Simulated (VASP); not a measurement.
Crystal: Cs3BiF6.

```
CELL_PARAMETERS angstrom
0.00000 5.03743 5.03743
5.03743 0.00000 5.03743
5.03743 5.03743 0.00000
ATOMIC_POSITIONS crystal
Cs 0.75000 0.75000 0.75000
Cs 0.25000 0.25000 0.25000
Cs 0.50000 0.50000 0.50000
Bi 0.00000 0.00000 0.00000
F 0.77649 0.22351 0.22351
F 0.22351 0.22351 0.77649
F 0.22351 0.77649 0.77649
F 0.22351 0.77649 0.22351
F 0.77649 0.22351 0.77649
F 0.77649 0.77649 0.22351
```

| Quantity | Value |
| --- | --- |
| Program | VASP 6.6.1 |
| Task | relaxation of cell and atoms |
| Functional | LDA |
| Potentials or basis | VASP PAW LDA potentials, release 64 (Cs_sv, Bi_d, F) |
| Cutoff | 600 eV |
| k mesh | 3 × 3 × 3 |
| Occupations | gaussian, width 0.01 eV |
| Spin | no spin polarisation |

At the start: pressure -2.2 GPa; volume 25.57 Å³/atom.

Question: Where does the relaxation end?

Answer: Over 5 steps the energy falls by 13.4 meV/atom and the volume is 23.67 Å³/atom (-7.4 %); space group Fm-3m (No. 225, to 0.05 Å).

Step by step:
```tsv
step	energy change (eV)	largest force (eV/Å)	pressure (GPa)	volume (Å³)
1	0.0000	0.0384	-2.19	255.66
2	-0.0966	0.3504	-0.20	242.96
3	-0.0970	0.3782	-0.05	242.15
4	-0.1271	0.1712	0.03	238.96
5	-0.1337	0.0196	0.10	236.70
```

Final structure:
```
Cs Bi F
1.0
     0.00000    4.90970    4.90970
     4.90970    0.00000    4.90970
     4.90970    4.90970    0.00000
Cs Bi F
3 1 6
Cartesian
  7.3645 7.3645 7.3645
  2.4548 2.4548 2.4548
  4.9097 4.9097 4.9097
  0.0000 0.0000 0.0000
  2.2235 4.9097 4.9097
  4.9097 4.9097 2.2235
  7.5959 4.9097 4.9097
  4.9097 2.2235 4.9097
  4.9097 7.5959 4.9097
  4.9097 4.9097 7.5959
```
